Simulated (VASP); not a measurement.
A run of VASP 6.6.1 is set up as follows.

Contents of INCAR:

```
SYSTEM = ZnO
  PREC = Accurate
  ENCUT = 520
  EDIFF = 1E-8
  ISMEAR = -1
  SIGMA = 0.02
  LREAL = .FALSE.
  LASPH = .TRUE.
  NELM = 120
  ALGO = Normal
  ISIF = 2
  LWAVE = .FALSE.
  LCHARG = .FALSE.
  GGA = PS
  LEFG = .TRUE.
  NBANDS = 26
  GGA_COMPAT = .FALSE.
```

The input KPOINTS:

```
regular mesh
0
G
  8 8 5
  0 0 0
```

The input POSCAR:

```
ZnO
1.0
    3.2493080000      0.0000000000      0.0000000000
   -1.6246540000      2.8139832727      0.0000000000
    0.0000000000      0.0000000000      5.2057090000
Zn O
2 2
Direct
    0.3333333333      0.6666666667      0.5000000000
    0.6666666667      0.3333333333      0.0000000000
    0.6666666667      0.3333333333      0.3790100000
    0.3333333333      0.6666666667      0.8790100000
```

Potentials or basis: VASP PAW PBE potentials, release 64 (Zn, O).

Command:

```console
$ cat potpaw_PBE.64/Zn/POTCAR potpaw_PBE.64/O/POTCAR > POTCAR
$ mpirun -np 1 vasp_std > vasp.out
```

What does it give for the band gap on the k mesh?

0.69 eV.

What does it give for the largest force?

0.065 eV/Å.

Predict the pressure.

-0.5 GPa.

Forces in eV/Å, atoms in the order of the input:
```
Zn   0.000  0.000 -0.065
Zn   0.000  0.000 -0.065
O    0.000  0.000  0.065
O    0.000  0.000  0.065
```

Caveat: without QUAD_EFG the Cq values of the log hold for a quadrupole moment of 1 mb, not for the nuclei; the PAW data sets were made with another functional, which shifts forces and pressure a little.

**Measured values to compare with.**

From “Electronic structure of alkaline earth and post-transition metal oxides”, 2009, arxiv:0908.1581, for a bulk crystal of ZnO: band gap 3.37 eV.

A measured gap of ZnO is 3.37 eV (quoted in “Electronic structure of alkaline earth and post-transition metal oxides”, 2009, arxiv:0908.1581); the calculated 0.69 eV misses it by -2.68 eV. So large a miss can be the level of theory's own, or it may mean another phase, state or a wrong row. The value is that of PBEsol, without temperature or zero-point motion. Semilocal functionals fall short of measured gaps as a rule.
